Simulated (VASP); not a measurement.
**Ni: single point with PBEsol+D4**

Ni:

```
Ni
1.0
    -1.37081    1.37081    1.37081
     1.37081   -1.37081    1.37081
     1.37081    1.37081   -1.37081
Ni
1
Direct
  0.00000 0.00000 0.00000
```

```json
{
  "Program": "VASP 6.6.1",
  "Task": "single point",
  "Functional": "PBEsol",
  "Dispersion": "D4",
  "Potentials or basis": "VASP PAW PBE potentials, release 64 (Ni)",
  "Cutoff": "520 eV",
  "k mesh": "13 × 13 × 13",
  "Occupations": "fermi-dirac, width 0.05 eV",
  "Spin": "collinear spin, ferromagnetic start",
  "Starting moments": "[1.0] μB",
  "Dipole correction": "no",
  "Further INCAR settings": "ALGO = Fast; EDIFF = 1e-06; NBANDS = 15"
}
```

```json
{
  "Pressure": "0.0 GPa",
  "Net moment": "0.56 μB per cell",
  "Site moments": "Ni +0.56 μB",
  "Valence electrons inside the program's atomic spheres": "Ni 9.42",
  "Dispersion energy per atom": "-0.275 eV"
}
```

Levels at points of the mesh, in eV from the Fermi level:
Spin up:
```csv
k point,band 1,band 2,band 3,band 4,band 5,band 6,band 7,band 8,band 9,band 10
"(0.00, 0.00, 0.00)",-9.29,-2.41,-2.41,-2.41,-0.90,-0.90,27.02,27.02,27.02,32.29
```
Spin down:
```csv
k point,band 1,band 2,band 3,band 4,band 5,band 6,band 7,band 8,band 9,band 10
"(0.00, 0.00, 0.00)",-9.28,-1.77,-1.77,-1.77,-0.38,-0.38,26.97,26.97,26.97,32.26
```

It took 12 s on 1 thread of Intel(R) Xeon(R) 6975P-C (Granite Rapids), on a shared host, peak memory 0.14 GiB.

Caveat: the PAW data sets were made with another functional, which shifts forces and pressure a little; pairwise dispersion overbinds metals, which lowers pressure and volume.
